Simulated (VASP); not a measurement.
# KF in VASP: notebook

Aim: see how the results for KF move with the level of theory and the settings. Levels: PBE, r2SCAN. Tasks: single point, relaxation of cell and atoms.

Everything below comes from runs of VASP 6.6.1. Logs are shortened: lines on timing, memory, paths and dates and some standing lists are left out, and cuts for length are marked.

## Step 1: The cell of the first run

The typed cell holds 2 atoms: a = 3.833 Å, b = 3.834 Å, c = 3.831 Å, α = 59.97°, β = 60.00°, γ = 60.00°.

## Step 2: Single point, PBE

INCAR reads:

```
PREC = Accurate
ENCUT = 520
EDIFF = 1E-6
ISMEAR = -1
SIGMA = 0.02
LREAL = F
LASPH = T
NELM = 80
ALGO = Normal
ISIF = 2
LWAVE = F
LCHARG = F
GGA = PE
NBANDS = 15
```

KPOINTS reads:

```
regular mesh
0
Gamma
  7 7 7
```

POSCAR reads:

```
KF
1.0
   -0.0000764349      2.7096796891      2.7106234476
    2.7109621638      0.0000538860      2.7104931266
    2.7099581973      2.7085454016      0.0010578526
K F
1 1
Direct
    0.0257951750      0.0064572133      0.0004693519
    0.5250936750      0.5051372467      0.5035969481
```

Potentials or basis: VASP PAW PBE potentials, release 64 (K_sv, F).

Command:

```console
cat potpaw_PBE.64/K_sv/POTCAR potpaw_PBE.64/F/POTCAR > POTCAR
mpirun -np 1 vasp_std > vasp.out
```

OUTCAR:

```text
PREC = Accurate
   ENCUT = 520
   EDIFF = 1E-6
   ISMEAR = -1
   LREAL = F
   LASPH = T
   NELM = 80
   ISIF = 2
   GGA = PE

 ion  position               nearest neighbor table
   1  0.026  0.006  0.000-   2 2.70   2 2.70   2 2.71   2 2.72   2 2.72   2 2.72
   2  0.525  0.505  0.504-   1 2.70   1 2.70   1 2.71   1 2.72   1 2.72   1 2.72

  LATTYP: Found a triclinic cell.
 ALAT       =     3.8327331629
 B/A-ratio  =     1.4136573595
 C/A-ratio  =     1.0002125511
 COS(alpha) =     0.0000280958
 COS(beta)  =     0.5000396179
 COS(gamma) =     0.7071387165

  Lattice vectors:

 A1 = (   0.0000764349,  -2.7096796891,  -2.7106234476)
 A2 = (   0.0010804014,  -5.4181712047,  -0.0011881736)
 A3 = (  -2.7109621638,  -0.0000538860,  -2.7104931266)

Analysis of symmetry for initial positions (statically):
=====================================================================
 Subroutine PRICEL returns:
 Original cell was already a primitive cell.

 Routine SETGRP: Setting up the symmetry group for a
 triclinic supercell.

 Subroutine GETGRP returns: Found  1 space group operations
 (whereof  1 operations were pure point group operations)
 out of a pool of  2 trial point group operations.

The static configuration has the point symmetry C_1 .

Analysis of symmetry for dynamics (positions and initial velocities):
=====================================================================
 Subroutine PRICEL returns:
 Original cell was already a primitive cell.

 Routine SETGRP: Setting up the symmetry group for a
 triclinic supercell.

 Subroutine GETGRP returns: Found  1 space group operations
 (whereof  1 operations were pure point group operations)
 out of a pool of  2 trial point group operations.

The dynamic configuration has the point symmetry C_1 .

 Subroutine INISYM returns: Found  1 space group operations
 (whereof  1 operations are pure point group operations),
 and found     1 'primitive' translations

----------------------------------------------------------------------------------------

                                     Primitive cell

  volume of cell :      39.7993

  direct lattice vectors                    reciprocal lattice vectors
    -0.000076435  2.709679689  2.710623448    -0.184462718  0.184486880  0.184490970
     2.710962164  0.000053886  2.710493127     0.184399566 -0.184567812  0.184508750
     2.709958197  2.708545402  0.001057853     0.184536299  0.184641393 -0.184571902

  length of vectors
     3.832733163  3.833547814  3.831460915     0.319529061  0.319549614  0.319707486

  position of ions in fractional coordinates (direct lattice)
     0.025795175  0.006457213  0.000469352
     0.525093675  0.505137247  0.503596948

  ion indices of the primitive-cell ions
   primitive index   ion index
                 1           1
                 2           2

----------------------------------------------------------------------------------------

 KPOINTS: regular mesh

Automatic generation of k-mesh.
 Grid dimensions read from file:
 generate k-points for:    7    7    7

 Generating k-lattice:

  Cartesian coordinates                     Fractional coordinates (reciprocal lattice)
    -0.026351817  0.026355269  0.026355853     0.142857143  0.000000000 -0.000000000
     0.026342795 -0.026366830  0.026358393    -0.000000000  0.142857143  0.000000000
     0.026362328  0.026377342 -0.026367415     0.000000000  0.000000000  0.142857143

  Length of vectors
     0.045647009  0.045649945  0.045672498

  Shift w.r.t. Gamma in fractional coordinates (k-lattice)
     0.000000000  0.000000000  0.000000000

 Subroutine IBZKPT returns following result:
 ===========================================

 Found    172 irreducible k-points:

 Following reciprocal coordinates:
            Coordinates               Weight
  0.000000  0.000000  0.000000      1.000000
  0.142857  0.000000  0.000000      2.000000
  0.285714  0.000000  0.000000      2.000000
  0.428571  0.000000  0.000000      2.000000
  0.000000  0.142857 -0.000000      2.000000
  0.142857  0.142857 -0.000000      2.000000
[... 16 lines left out ...]
 -0.428571  0.428571  0.000000      2.000000
 -0.285714  0.428571  0.000000      2.000000
 [... further k-points ...]
   k-points           NKPTS =    172   k-points in BZ     NKDIM =    172   number of bands    NBANDS=     15
   number of dos      NEDOS =    301   number of ions     NIONS =      2
   total plane-waves  NPLWV =  25200
   dimension x,y,z NGX =    30 NGY =   30 NGZ =   28
   dimension x,y,z NGXF=    60 NGYF=   60 NGZF=   56
   ions per type =               1   1
   NGX,Y,Z   is equivalent  to a cutoff of  13.01, 13.01, 12.15 a.u.
   NGXF,Y,Z  is equivalent  to a cutoff of  26.03, 26.02, 24.30 a.u.
 SYSTEM =  unknown system
   PREC   = accura    normal or accurate (medium, high low for compatibility)
   ISTART =      0    job   : 0-new  1-cont  2-samecut
   ICHARG =      2    charge: 1-file 2-atom 10-const
   ISPIN  =      1    spin polarized calculation?
   LNONCOLLINEAR =      F non collinear calculations
   LSORBIT =      F    spin-orbit coupling
   LASPH  =      T    aspherical Exc in radial PAW
   ENCUT  =  520.0 eV  38.22 Ry    6.18 a.u.   7.13  7.13  7.12*2*pi/ulx,y,z
   NELM   =     80;   NELMIN=  2; NELMDL= -5     # of ELM steps
   EDIFF  = 0.1E-05   stopping-criterion for ELM
   LREAL  =      F    real-space projection
   EDIFFG = 0.1E-04   stopping-criterion for IOM
   NSW    =      0    number of steps for IOM
   IBRION =     -1    ionic relax: 0-MD 1-quasi-New 2-CG
   NFREE  =      0    steps in history (QN), initial steepest desc. (CG)
   ISIF   =      2    stress and relaxation
   ISYM   =      2    0-nonsym 1-usesym 2-fastsym
   POTIM  = 0.5000    time-step for ionic-motion
   TEBEG  =    0.0;   TEEND  =   0.0 temperature during run
   PSTRESS=    0.0 pullay stress
   NELECT =      16.0000    total number of electrons
   NUPDOWN=      -1.0000    fix difference up-down
   EMIN   =  10.00;   EMAX   =-10.00  energy-range for DOS
   EFERMI =   0.00;   METHOD = LEGACY
   ISMEAR =    -1;   SIGMA  =   0.02  broadening in eV -4-tet -1-fermi 0-gaus
   EFERMI_NEDOS =   21; number of points for ismear=-14 and -15
   IALGO  =     38    algorithm
   IMIX   =      4    mixing-type and parameters
     AMIX     =   0.40;   BMIX     =  1.00
     AMIX_MAG =   1.60;   BMIX_MAG =  1.00
  volume/ion in A,a.u.               =      19.90       134.29
  Fermi-wavevector in a.u.,A,eV,Ry     =   1.208248  2.283258 19.862657  1.459864
  Thomas-Fermi vector in A             =   2.343862
   LORBIT       =      0    0 simple, 1 ext, 2 COOP (PROOUT), +10 PAW based schemes
   GGA     = PE    functional components
   LHFCALC =     F    Hartree Fock is set to
   AEXX    =    0.0000 exact exchange contribution
   IVDW    =     0    specifies the selected vdW correction
   LEPSILON=     F    determine dielectric tensor
   LRPA    =     F    only Hartree local field effects (RPA)
 non-spin polarized calculation
  energy-cutoff  :      520.00
  volume of cell :       39.80
 maximum number of plane-waves:      1086
 NGX is ok and might be reduce to    30
   NGX = 15   NGY = 15   NGZ = 15

 number of electron      16.0000000 magnetization

 Free energy of the ion-electron system (eV)
  ---------------------------------------------------
  ext. energy  EPLUGINS =         0.00000000
  ---------------------------------------------------
  free energy    TOTEN  =        -8.29918558 eV

  energy without entropy =       -8.29918558  energy(sigma->0) =       -8.29918558

 E-fermi :  -2.3897     XC(G=0):  -8.2135

 val. band max:       -2.9129011075   @ k =   0.0000   0.0000   0.0000
 cond. band min:       3.0354399885   @ k =   0.0000   0.0000   0.0000
 fundamental gap:      5.9483410961
 Fermi energy:        -2.3896779133

 k-point     1 :       0.0000    0.0000    0.0000
  band No.  band energies     occupation
      1     -29.1714      2.00000
      2     -21.5474      2.00000
      3     -12.4507      2.00000
      4     -12.4507      2.00000
      5     -12.4505      2.00000
      6      -2.9138      2.00000
      7      -2.9136      2.00000
      8      -2.9129      2.00000
      9       3.0354      0.00000
     10       7.6434      0.00000
     11       7.6443      0.00000
     12       7.6502      0.00000
     13       9.2600      0.00000
     14       9.2644      0.00000
     15      13.7442      0.00000

 k-point     2 :       0.1429    0.0000    0.0000
  band No.  band energies     occupation
      1     -29.1570      2.00000
      2     -21.5597      2.00000
      3     -12.4985      2.00000
      4     -12.4573      2.00000
      5     -12.4570      2.00000
      6      -3.0811      2.00000
      7      -2.9746      2.00000
      8      -2.9737      2.00000
      9       3.5731      0.00000
     10       7.3406      0.00000
     11       7.9014      0.00000
     12       7.9082      0.00000
     13       9.4324      0.00000
     14       9.4369      0.00000
     15      14.6451      0.00000

 k-point     3 :       0.2857    0.0000    0.0000
  band No.  band energies     occupation
      1     -29.1244      2.00000
      2     -21.5887      2.00000
      3     -12.6048      2.00000
      4     -12.4718      2.00000
      5     -12.4715      2.00000
      6      -3.4048      2.00000
      7      -3.1079      2.00000
      8      -3.1071      2.00000
      9       4.8506      0.00000
     10       6.9933      0.00000
     11       8.4861      0.00000
     12       8.4935      0.00000
     13       9.9910      0.00000
     14       9.9952      0.00000
     15      15.0198      0.00000
[... 343 lines left out ...]
 k-point    23 :      -0.4286    0.4286    0.0000
  band No.  band energies     occupation
      1     -29.0760      2.00000
      2     -21.5627      2.00000
      3     -12.9073      2.00000
      4     -12.6437      2.00000
      5     -12.6151      2.00000
      6      -3.1376      2.00000
      7      -3.0778      2.00000
      8      -3.0237      2.00000
      9       5.5056      0.00000
     10       7.4409      0.00000
     11       8.1255      0.00000
     12      10.4642      0.00000
     13      10.8613      0.00000
     14      11.6548      0.00000
     15      11.9406      0.00000

 k-point    24 :      -0.2857    0.4286    0.0000
  band No.  band energies     occupation
      1     -29.0799      2.00000
      2     -21.5836      2.00000
      3     -12.8016      2.00000
      4     -12.6437      2.00000
      5     -12.5604      2.00000
      6      -3.3243      2.00000
      7      -3.1400      2.00000
      8      -3.1257      2.00000
      9       6.1137      0.00000
     10       7.1673      0.00000
     11       8.2829      0.00000
     12       9.9281      0.00000
     13      10.7630      0.00000
     14      11.4879      0.00000
     15      12.1900      0.00000

 [... further k-points ...]

------------------------ aborting loop because EDIFF is reached ----------------------------------------

  FORCE on cell =-STRESS in cart. coord.  units (eV):
  Direction    XX          YY          ZZ          XY          YZ          ZX
  --------------------------------------------------------------------------------------
  -------------------------------------------------------------------------------------
  Total        0.0044250      0.0109052      0.0065906      0.0014228     -0.0013571     -0.0009738
  in kB        0.1781363      0.4390022      0.2653146      0.0572760     -0.0546316     -0.0392022
  external PRESSURE =       0.2941510 kB  Pullay stress =       0.0000000 kB

 VOLUME and BASIS-vectors are now :
 -----------------------------------------------------------------------------
  energy-cutoff  :      520.00
  volume of cell :       39.80
      direct lattice vectors                 reciprocal lattice vectors
    -0.000076435  2.709679689  2.710623448    -0.184462718  0.184486880  0.184490970
     2.710962164  0.000053886  2.710493127     0.184399566 -0.184567812  0.184508750
     2.709958197  2.708545402  0.001057853     0.184536299  0.184641393 -0.184571902

 POSITION                                       TOTAL-FORCE (eV/Angst)
 -----------------------------------------------------------------------------------
      0.01878      0.07117      0.08742         0.006266      0.008685     -0.007165
      2.73409      2.78688      2.79303        -0.006266     -0.008685      0.007165
 -----------------------------------------------------------------------------------
    total drift:                                0.000416      0.000218     -0.000238

  FREE ENERGIE OF THE ION-ELECTRON SYSTEM (eV)
  ---------------------------------------------------
  free  energy   TOTEN  =        -8.2991855774 eV

  energy  without entropy=       -8.2991855774  energy(sigma->0) =       -8.29918558
```

It took 2.8 min on 1 thread of Oxide Virtual Turin-like, shared host; peak memory 0.2 GiB.

What came out:

```yaml
Free_energy: -8.2992 eV
Pressure: 0.0 GPa
Largest_force: 0.013 eV/Å
Band_gap_on_the_k_mesh: 5.95 eV
```

Forces on the atoms (eV/Å):
```
K    0.006  0.009 -0.007
F   -0.006 -0.009  0.007
```

Levels at points of the mesh, in eV from the valence-band top:
```
           k point  band 4  band 5  band 6  band 7  band 8  band 9  band 10  band 11  band 12  band 13
(0.00, 0.00, 0.00)   -9.54   -9.54    0.00    0.00    0.00    5.95    10.56    10.56    10.56    12.17
```

(Continued in part 2 of 2.)
